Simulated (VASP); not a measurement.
## Sr2AlPtC6N6: single point with PBE

The system is Sr2AlPtC6N6.

```
Sr Al Pt C N
1.0
     0.00000    5.04950    5.04950
     5.04950    0.00000    5.04950
     5.04950    5.04950    0.00000
Sr Al Pt C N
2 1 1 6 6
Direct
  0.25000 0.25000 0.25000
  0.75000 0.75000 0.75000
  0.50000 0.50000 0.50000
  0.00000 0.00000 0.00000
  0.81018 0.18982 0.18982
  0.18982 0.81018 0.18982
  0.18982 0.18982 0.81018
  0.18982 0.81018 0.81018
  0.81018 0.18982 0.81018
  0.81018 0.81018 0.18982
  0.69433 0.30567 0.30567
  0.30567 0.69433 0.30567
  0.30567 0.30567 0.69433
  0.30567 0.69433 0.69433
  0.69433 0.30567 0.69433
  0.69433 0.69433 0.30567
```

* Program: VASP 6.6.1
* Task: single point
* Functional: PBE
* Potentials or basis: VASP PAW PBE potentials, release 64 (Sr_sv, Al, Pt, C, N)
* Cutoff: 520 eV
* k mesh: 4 × 4 × 4
* Occupations: gaussian, width 0.1 eV
* Spin: collinear spin
* Starting moments: [0.0, 0.0, 0.0, 1.0, 0.0, 0.0, 0.0, 0.0, 0.0, 0.0, 0.0, 0.0, 0.0, 0.0, 0.0, 0.0] μB
* Dipole correction: no
* Further INCAR settings: LREAL = Auto; ALGO = Normal; EDIFF = 1e-06; NBANDS = 62

```yaml
Pressure: 11.0 GPa
Largest_force: 3.801 eV/Å
Net_moment: 0.03 μB per cell
Valence_electrons_inside_the_program's_atomic_spheres: Sr 7.86; Al 0.65; Pt 10.55; C 2.65; N 3.93
```

Forces on the atoms (eV/Å):
```
Sr   0.000  0.000  0.000
Sr   0.000  0.000  0.000
Al   0.000  0.000  0.000
Pt   0.000  0.000  0.000
C   -0.276  0.000  0.000
C    0.000 -0.276  0.000
C    0.000  0.000 -0.276
C    0.276  0.000  0.000
C    0.000  0.276  0.000
C    0.000  0.000  0.276
N    3.801  0.000  0.000
N    0.000  3.801  0.000
N    0.000  0.000  3.801
N   -3.801  0.000  0.000
N    0.000 -3.801  0.000
N    0.000  0.000 -3.801
```

Levels at points of the mesh, in eV from the Fermi level:
Spin up:
```
           k point  band 40  band 41  band 42  band 43  band 44  band 45  band 46  band 47
(0.00, 0.00, 0.00)    -6.30    -6.30    -1.40    -0.16    -0.16     0.03     0.03     0.03
(0.50, 0.00, 0.00)    -6.18    -6.18    -0.41    -0.11    -0.11    -0.01     0.32     0.43
(0.50, 0.50, 0.00)    -5.78    -5.78    -0.05     0.04     0.46     0.47     0.63     0.63
```
Spin down:
```csv
k point,band 41,band 42,band 43,band 44,band 45,band 46
"(0.00, 0.00, 0.00)",-6.30,-1.40,-0.15,-0.15,0.04,0.04
"(0.50, 0.00, 0.00)",-6.18,-0.40,-0.11,-0.11,0.00,0.33
"(0.50, 0.50, 0.00)",-5.78,-0.05,0.04,0.46,0.47,0.63
```

It took 7.4 min on 1 thread of Intel(R) Xeon(R) 6975P-C (Granite Rapids) (shared host), peak memory 0.62 GiB.

Caveat: the cell stands under pressure; spin-orbit coupling is left out, which moves the levels of the heavy elements; forces of over 1 eV/Å act on the atoms, so gaps and moduli don't describe the material at rest.
